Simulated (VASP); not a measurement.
P, 1 atom in the cell. Symmetry: Im-3m, No. 229, cubic system. Conventional cell: a = 2.311 Å, b = 2.311 Å, c = 2.311 Å, α = 90.00°, β = 90.00°, γ = 90.00°. P (site symmetry m-3m) has 14 P at 2.00 to 2.31 Å within 2.7 Å. 

```yaml
Program: VASP 6.6.1
Task: single point
Functional: PBE
Potentials_or_basis: VASP PAW PBE potentials, release 64 (P)
Cutoff: 520 eV
k_mesh: 23 × 23 × 23
Occupations: fermi-dirac, width 0.08 eV
Spin: no spin polarisation
Dipole_correction: no
Further_INCAR_settings: ALGO = Normal; EDIFF = 1e-06; NBANDS = 8
```

Potentials or basis: VASP PAW PBE potentials, release 64 (P).

The run is started by

```console
$ cat potpaw_PBE.64/P/POTCAR > POTCAR
$ mpirun -np 1 vasp_std > vasp.out
```

Hardware: 1 thread of AMD EPYC 9R45 96-Core Processor (Zen 5), on a shared host.

**Question.** How long does it take, and how much memory?

**Answer.** It took 7.8 s on 1 thread of AMD EPYC 9R45 96-Core Processor (Zen 5) (shared host), peak memory 0.09 GiB. Counts: scf iterations 10, k points 364.
